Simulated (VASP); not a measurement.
# ZrO2 (Fm-3m) in VASP: notebook

ZrO2 is run at these levels: PBE; tasks: single point, relaxation of cell and atoms.

All numbers are computed with VASP 6.6.1; they aren't measurements. Logs are shortened: lines on timing, memory, paths and dates and some standing lists are left out, and cuts for length are marked.

## Step 1: The cell of the first run

Symmetry: Fm-3m, No. 225, cubic system. The conventional cell has a = 5.116 Å, b = 5.116 Å, c = 5.116 Å, α = 90.00°, β = 90.00°, γ = 90.00°. Zr (site symmetry m-3m) has 8 O at 2.22 Å within 2.9 Å. O (site symmetry -43m) has 4 Zr at 2.22 Å and 6 O at 2.56 Å within 2.9 Å.

## Step 2: Single point, PBE

INCAR reads:

```
SYSTEM = ZrO2
  PREC = Accurate
  ENCUT = 520
  EDIFF = 1E-6
  ISMEAR = 0
  SIGMA = 0.02
  LREAL = .FALSE.
  LASPH = .TRUE.
  NELM = 100
  ALGO = Normal
  ISIF = 2
  LWAVE = .FALSE.
  LCHARG = .FALSE.
  GGA = PE
  NBANDS = 19
```

KPOINTS reads:

```
Automatic mesh
0
G
  8 8 8
  0 0 0
```

POSCAR reads:

```
ZrO2
1.0
    0.0000000000      2.5578981966      2.5578981966
    2.5578981966      0.0000000000      2.5578981966
    2.5578981966      2.5578981966      0.0000000000
Zr O
1 2
Direct
    0.0000000000      0.0000000000      0.0000000000
    0.2500000000      0.2500000000      0.2500000000
    0.7500000000      0.7500000000      0.7500000000
```

Potentials or basis: VASP PAW PBE potentials, release 64 (Zr_sv, O).

The run is started by

```sh
$ cat potpaw_PBE.64/Zr_sv/POTCAR potpaw_PBE.64/O/POTCAR > POTCAR
$ mpirun -np 1 vasp_std > vasp.out
```

OUTCAR:

```text
SYSTEM = ZrO2
   PREC = Accurate
   ENCUT = 520
   EDIFF = 1E-6
   ISMEAR = 0
   LREAL = .FALSE.
   LASPH = .TRUE.
   NELM = 100
   ISIF = 2
   GGA = PE

 ion  position               nearest neighbor table
   1  0.000  0.000  0.000-   3 2.22   3 2.22   3 2.22   2 2.22   3 2.22   2 2.22   2 2.22   2 2.22

   2  0.250  0.250  0.250-   1 2.22   1 2.22   1 2.22   1 2.22
   3  0.750  0.750  0.750-   1 2.22   1 2.22   1 2.22   1 2.22

  LATTYP: Found a face centered cubic cell.
 ALAT       =     5.1157963932

  Lattice vectors:

 A1 = (   0.0000000000,   2.5578981966,   2.5578981966)
 A2 = (   2.5578981966,   0.0000000000,   2.5578981966)
 A3 = (   2.5578981966,   2.5578981966,   0.0000000000)

Analysis of symmetry for initial positions (statically):
=====================================================================
 Subroutine PRICEL returns:
 Original cell was already a primitive cell.

 Routine SETGRP: Setting up the symmetry group for a
 face centered cubic supercell.

 Subroutine GETGRP returns: Found 48 space group operations
[... 9 lines left out ...]

 Routine SETGRP: Setting up the symmetry group for a
 face centered cubic supercell.

 Subroutine GETGRP returns: Found 48 space group operations
[... 11 lines left out ...]
                                     Primitive cell

  volume of cell :      33.4719

  direct lattice vectors                    reciprocal lattice vectors
     0.000000000  2.557898197  2.557898197    -0.195472987  0.195472987  0.195472987
     2.557898197  0.000000000  2.557898197     0.195472987 -0.195472987  0.195472987
     2.557898197  2.557898197  0.000000000     0.195472987  0.195472987 -0.195472987

  length of vectors
     3.617414321  3.617414321  3.617414321     0.338569144  0.338569144  0.338569144

  position of ions in fractional coordinates (direct lattice)
     0.000000000  0.000000000  0.000000000
     0.250000000  0.250000000  0.250000000
     0.750000000  0.750000000  0.750000000

  ion indices of the primitive-cell ions
   primitive index   ion index
                 1           1
                 2           2
                 3           3

----------------------------------------------------------------------------------------

 KPOINTS: Automatic mesh

Automatic generation of k-mesh.
 Grid dimensions read from file:
 generate k-points for:    8    8    8

 Generating k-lattice:

  Cartesian coordinates                     Fractional coordinates (reciprocal lattice)
    -0.024434123  0.024434123  0.024434123     0.125000000  0.000000000  0.000000000
     0.024434123 -0.024434123  0.024434123     0.000000000  0.125000000  0.000000000
     0.024434123  0.024434123 -0.024434123     0.000000000  0.000000000  0.125000000

  Length of vectors
     0.042321143  0.042321143  0.042321143

  Shift w.r.t. Gamma in fractional coordinates (k-lattice)
     0.000000000  0.000000000  0.000000000

 Subroutine IBZKPT returns following result:
 ===========================================

 Found     29 irreducible k-points:

 Following reciprocal coordinates:
            Coordinates               Weight
  0.000000  0.000000  0.000000      1.000000
  0.125000  0.000000  0.000000      8.000000
  0.250000  0.000000  0.000000      8.000000
  0.375000  0.000000  0.000000      8.000000
  0.500000  0.000000  0.000000      4.000000
  0.125000  0.125000  0.000000      6.000000
[... 16 lines left out ...]
  0.500000  0.250000  0.125000     48.000000
 -0.375000  0.250000  0.125000     24.000000
 [... further k-points ...]
   k-points           NKPTS =     29   k-points in BZ     NKDIM =     29   number of bands    NBANDS=     19
   number of dos      NEDOS =    301   number of ions     NIONS =      3
   total plane-waves  NPLWV =  21952
   dimension x,y,z NGX =    28 NGY =   28 NGZ =   28
   dimension x,y,z NGXF=    56 NGYF=   56 NGZF=   56
   ions per type =               1   2
   NGX,Y,Z   is equivalent  to a cutoff of  12.87, 12.87, 12.87 a.u.
   NGXF,Y,Z  is equivalent  to a cutoff of  25.74, 25.74, 25.74 a.u.
 SYSTEM =  ZrO2
   PREC   = accura    normal or accurate (medium, high low for compatibility)
   ISTART =      0    job   : 0-new  1-cont  2-samecut
   ICHARG =      2    charge: 1-file 2-atom 10-const
   ISPIN  =      1    spin polarized calculation?
   LNONCOLLINEAR =      F non collinear calculations
   LSORBIT =      F    spin-orbit coupling
   LASPH  =      T    aspherical Exc in radial PAW
   ENCUT  =  520.0 eV  38.22 Ry    6.18 a.u.   6.73  6.73  6.73*2*pi/ulx,y,z
   NELM   =    100;   NELMIN=  2; NELMDL= -5     # of ELM steps
   EDIFF  = 0.1E-05   stopping-criterion for ELM
   LREAL  =      F    real-space projection
   EDIFFG = 0.1E-04   stopping-criterion for IOM
   NSW    =      0    number of steps for IOM
   IBRION =     -1    ionic relax: 0-MD 1-quasi-New 2-CG
   NFREE  =      0    steps in history (QN), initial steepest desc. (CG)
   ISIF   =      2    stress and relaxation
   ISYM   =      2    0-nonsym 1-usesym 2-fastsym
   POTIM  = 0.5000    time-step for ionic-motion
   TEBEG  =    0.0;   TEEND  =   0.0 temperature during run
   PSTRESS=    0.0 pullay stress
   NELECT =      24.0000    total number of electrons
   NUPDOWN=      -1.0000    fix difference up-down
   EMIN   =  10.00;   EMAX   =-10.00  energy-range for DOS
   EFERMI =   0.00;   METHOD = LEGACY
   ISMEAR =     0;   SIGMA  =   0.02  broadening in eV -4-tet -1-fermi 0-gaus
   EFERMI_NEDOS =   21; number of points for ismear=-14 and -15
   IALGO  =     38    algorithm
   IMIX   =      4    mixing-type and parameters
     AMIX     =   0.40;   BMIX     =  1.00
     AMIX_MAG =   1.60;   BMIX_MAG =  1.00
  volume/ion in A,a.u.               =      11.16        75.29
  Fermi-wavevector in a.u.,A,eV,Ry     =   1.465273  2.768965 29.212063  2.147026
  Thomas-Fermi vector in A             =   2.581150
   LORBIT       =      0    0 simple, 1 ext, 2 COOP (PROOUT), +10 PAW based schemes
   GGA     = PE    functional components
   LHFCALC =     F    Hartree Fock is set to
   AEXX    =    0.0000 exact exchange contribution
   IVDW    =     0    specifies the selected vdW correction
   LEPSILON=     F    determine dielectric tensor
   LRPA    =     F    only Hartree local field effects (RPA)
 non-spin polarized calculation
 Gauss-broadening in eV      SIGMA  =   0.02
  energy-cutoff  :      520.00
  volume of cell :       33.47
 maximum number of plane-waves:       934
   NGX = 13   NGY = 13   NGZ = 13

 number of electron      23.9999992 magnetization

 Free energy of the ion-electron system (eV)
  ---------------------------------------------------
  ext. energy  EPLUGINS =         0.00000000
  ---------------------------------------------------
  free energy    TOTEN  =       -28.56806999 eV

  energy without entropy =      -28.56806999  energy(sigma->0) =      -28.56806999

 E-fermi :   7.1457     XC(G=0): -11.7014

 val. band max:        7.0530072891   @ k =   0.5000   0.5000   0.0000
 cond. band min:      10.3637067253   @ k =   0.0000   0.0000   0.0000
 fundamental gap:      3.3106994362
 Fermi energy:         7.1457411222

 k-point     1 :       0.0000    0.0000    0.0000
  band No.  band energies     occupation
      1     -41.1071      2.00000
      2     -18.9252      2.00000
      3     -18.9252      2.00000
      4     -18.9252      2.00000
      5     -11.0712      2.00000
      6      -8.5687      2.00000
[... 11 lines left out ...]
     18      16.2378      0.00000
     19      21.3148      0.00000

 k-point     2 :       0.1250    0.0000    0.0000
  band No.  band energies     occupation
      1     -41.1009      2.00000
      2     -19.0284      2.00000
      3     -18.9349      2.00000
      4     -18.9349      2.00000
      5     -10.8638      2.00000
      6      -8.7196      2.00000
[... 11 lines left out ...]
     18      16.0175      0.00000
     19      20.9642      0.00000

 k-point     3 :       0.2500    0.0000    0.0000
  band No.  band energies     occupation
      1     -41.0857      2.00000
      2     -19.2620      2.00000
      3     -18.9581      2.00000
      4     -18.9581      2.00000
      5     -10.4126      2.00000
      6      -8.9945      2.00000
[... 11 lines left out ...]
     18      15.9987      0.00000
     19      20.2587      0.00000

 k-point     4 :       0.3750    0.0000    0.0000
  band No.  band energies     occupation
      1     -41.0704      2.00000
      2     -19.4775      2.00000
      3     -18.9812      2.00000
      4     -18.9812      2.00000
      5     -10.1419      2.00000
      6      -9.0380      2.00000
[... 11 lines left out ...]
     18      16.3603      0.00000
     19      20.3062      0.00000

 k-point     5 :       0.5000    0.0000    0.0000
  band No.  band energies     occupation
      1     -41.0640      2.00000
      2     -19.5622      2.00000
      3     -18.9906      2.00000
      4     -18.9906      2.00000
      5     -10.1225      2.00000
      6      -8.9477      2.00000
[... 11 lines left out ...]
     18      16.0437      0.00000
     19      20.8288      0.00000
[... 334 lines left out ...]
      2     -19.6134      2.00000
      3     -19.0881      2.00000
      4     -19.0881      2.00000
      5      -9.7433      2.00000
      6      -9.0400      2.00000
[... 11 lines left out ...]
     18      20.3298      0.00000
     19      20.5830      0.00000

 k-point    22 :       0.3750    0.2500    0.1250
  band No.  band energies     occupation
      1     -41.0743      2.00000
      2     -19.3351      2.00000
      3     -19.0609      2.00000
      4     -18.9885      2.00000
      5     -10.0021      2.00000
      6      -9.2369      2.00000
[... 11 lines left out ...]
     18      16.6803      0.00000
     19      21.0174      0.00000

 k-point    23 :       0.5000    0.2500    0.1250
  band No.  band energies     occupation
      1     -41.0620      2.00000
      2     -19.4370      2.00000
      3     -19.1458      2.00000
      4     -19.0148      2.00000
      5      -9.7439      2.00000
      6      -9.2749      2.00000
[... 11 lines left out ...]
     18      17.5138      0.00000
     19      21.1613      0.00000

 k-point    24 :      -0.3750    0.2500    0.1250
  band No.  band energies     occupation
      1     -41.0569      2.00000
      2     -19.4753      2.00000
      3     -19.1813      2.00000
      4     -19.0277      2.00000
      5      -9.7496      2.00000
      6      -9.1661      2.00000
[... 11 lines left out ...]
     18      17.6375      0.00000
     19      21.4012      0.00000

 [... further k-points ...]
[... 5 lines left out ...]
  --------------------------------------------------------------------------------------
  -------------------------------------------------------------------------------------
  Total        0.0664153      0.0664153      0.0664153     -0.0000000      0.0000000     -0.0000000
  in kB        3.1790622      3.1790622      3.1790622     -0.0000000      0.0000000     -0.0000000
  external PRESSURE =       3.1790622 kB  Pullay stress =       0.0000000 kB

 VOLUME and BASIS-vectors are now :
 -----------------------------------------------------------------------------
  energy-cutoff  :      520.00
  volume of cell :       33.47
      direct lattice vectors                 reciprocal lattice vectors
     0.000000000  2.557898197  2.557898197    -0.195472987  0.195472987  0.195472987
     2.557898197  0.000000000  2.557898197     0.195472987 -0.195472987  0.195472987
     2.557898197  2.557898197  0.000000000     0.195472987  0.195472987 -0.195472987

 POSITION                                       TOTAL-FORCE (eV/Angst)
 -----------------------------------------------------------------------------------
      0.00000      0.00000      0.00000         0.000000     -0.000000      0.000000
      1.27895      1.27895      1.27895        -0.000000     -0.000000     -0.000000
      3.83685      3.83685      3.83685         0.000000      0.000000      0.000000
 -----------------------------------------------------------------------------------
    total drift:                                0.000000      0.000000      0.000000

  FREE ENERGIE OF THE ION-ELECTRON SYSTEM (eV)
  ---------------------------------------------------
  free  energy   TOTEN  =       -28.5680699859 eV

  energy  without entropy=      -28.5680699859  energy(sigma->0) =      -28.56806999
```

Run time: 18 s. Hardware: 1 thread of Intel Xeon Platinum 8259CL at 2.50GHz (Skylake/Cascade Lake), shared host; peak memory 0.16 GiB.

What came out:

* Free energy: -28.5681 eV
* Pressure: 0.3 GPa
* Band gap on the k mesh: 3.31 eV, indirect (least direct gap 3.74 eV)

Levels at points of the mesh, in eV from the valence-band top:
| k point | band 10 | band 11 | band 12 | band 13 | band 14 | band 15 |
| --- | --- | --- | --- | --- | --- | --- |
| (0.00, 0.00, 0.00) | -0.53 | -0.53 | -0.53 | 3.31 | 3.31 | 6.47 |
| (0.50, 0.00, 0.00) | -2.46 | -1.63 | -1.63 | 3.93 | 3.93 | 5.95 |
| (0.50, 0.50, 0.00) | -1.49 | -1.49 | 0.00 | 3.74 | 4.66 | 5.69 |

A k mesh can miss the band edges.

[end of part 1 of 2]
